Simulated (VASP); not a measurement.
Runs of VASP 6.6.1 on RbCl. The structure is that of space group Fm-3m (No. 225), or close to it. The cells are those of the table. 

| cell | gap on the mesh (eV) | pressure (GPa) |
| --- | --- | --- |
| a = 4.815 Å, angles 60.0°, 2 atoms | 4.69 | -0.6 |
| a = 5.001 Å, angles 60.0°, 2 atoms | 4.38 | (c) |
| a = 4.260 Å, angles 60.0°, 2 atoms | 5.83 | 10.1 |
| a = 4.445 Å, angles 60.0°, 2 atoms | (b) | (a) |

Alike in all rows: task single point; level PBE; potentials or basis VASP PAW PBE potentials, release 64 (Rb_sv, Cl); no spin polarisation; k mesh 6 × 6 × 6; cutoff (eV) 500; smearing gaussian 0.05 eV.

Problem. Estimate the missing entries.

Solution. (a) 4.4; (b) 5.47; (c) -1.6.

Caveats: the cell stands under pressure (at least some runs).

A k mesh can miss the band edges, and the runs leave out spin-orbit coupling on Rb.
